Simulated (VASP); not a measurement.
**Ni: single point with PBE**

Crystal: Ni.

```
CELL_PARAMETERS angstrom
2.35714 0.00000 0.00000
0.00000 2.35714 0.00000
0.00000 0.00000 2.35714
ATOMIC_POSITIONS crystal
Ni 0.00000 0.00000 0.00000
```

This cell differs from its parent crystal: volume scaled by 1.04.

| Quantity | Value |
| --- | --- |
| Program | VASP 6.6.1 |
| Task | single point |
| Functional | PBE |
| Potentials or basis | VASP PAW PBE potentials, release 64 (Ni) |
| Cutoff | 600 eV |
| k mesh | 15 × 15 × 15 |
| Occupations | fermi-dirac, width 0.1 eV |
| Spin | no spin polarisation |

```yaml
Pressure: -5.3 GPa
Band_gap_on_the_k_mesh: zero (band 5 reaches 7.61 eV, above the bottom of band 6 at 6.52 eV)
```

Levels at points of the mesh, in eV from the Fermi level:
```csv
k point,band 3,band 4,band 5,band 6,band 7,band 8
"(0.00, 0.00, 0.00)",-3.10,0.04,0.04,0.04,19.07,19.07
```

It took 12 s on 1 thread of Intel(R) Xeon(R) Platinum 8259CL CPU @ 2.50GHz (Skylake/Cascade Lake), with other jobs on the host, peak memory 0.13 GiB.

Caveat: the run has no spin polarisation, though such a crystal can be magnetic. Spin polarisation is off, so any magnetic state and its effect on volume and gap are missing.
